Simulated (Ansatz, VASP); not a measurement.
One calculation of AlAs3, two programs

```
Al As
1.0
     5.32280    0.00000    0.00000
     0.00000    5.32280    0.00000
     0.00000    0.00000    5.32280
Al As
2 6
Direct
  0.50000 0.50000 0.50000
  0.00000 0.00000 0.00000
  0.50000 0.25000 0.00000
  0.50000 0.75000 0.00000
  0.25000 0.00000 0.50000
  0.75000 0.00000 0.50000
  0.00000 0.50000 0.25000
  0.00000 0.50000 0.75000
```

Change from the starting cell: species swapped into the Mo3Ir type (Pm-3n, No. 223).

Alike in both runs: functional PBE; k mesh 8 × 8 × 8; occupations gaussian, width 0.1 eV; no spin polarisation.

Ansatz relaxed the structure, and its values are those at the end. VASP's run is a single point on that final structure, the one shown.

```csv
,VASP,Ansatz
version,VASP 6.6.1,Ansatz 0.2.0
potentials or method,"VASP PAW PBE potentials, release 64 (Al, As), cutoff 520 eV","scalar-relativistic, plane waves, PAW"
valence electrons in the cell,36,96
```

Ansatz gave:

| Quantity | Value |
| --- | --- |
| gap on the k mesh at the Fermi level (eV) | none |
| pressure (GPa) | 0.0 |

Question: Which values does VASP return?

Answer: gap on the k mesh at the Fermi level (eV): none; pressure (GPa): 0.1.

A gap of «none» marks a metal or a gap that the smearing closes. VASP's potentials hold 36 valence electrons a cell and Ansatz's 96, so a difference there can come from the potentials and not from the codes.
